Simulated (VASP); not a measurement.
TlBr:

```xyz
2
Lattice="3.9462 0.0000 0.0000 0.0000 3.9462 0.0000 0.0000 0.0000 3.9462" Properties=species:S:1:pos:R:3 pbc="T T T"
Tl    0.0000    0.0000    0.0000
Br    1.9731    1.9731    1.9731
```

Base run:

```yaml
Program: VASP 6.6.1
Functional: HSE06
Potentials_or_basis: VASP PAW PBE potentials, release 64 (Tl_d, Br)
Cutoff: 400 eV
k_mesh: 4 × 4 × 4
Occupations: gaussian, width 0.01 eV
Spin: no spin polarisation
```

Its results: band gap on the k mesh 2.47 eV, direct; pressure 1.6 GPa.

**Question.** The run is repeated on the same cell with these changes: functional from HSE06 to PBE; cutoff from 400 eV to 500 eV. What comes out?

**Answer.** Band gap on the k mesh 1.78 eV, direct; pressure 2.0 GPa.

HSE06 gives the wider gap, since exact exchange removes part of the self-interaction.

Caveats: spin-orbit coupling is left out, which moves the levels of the heavy elements; the PAW data sets were made with another functional, which shifts forces and pressure a little (some runs).

A k mesh can miss the band edges.
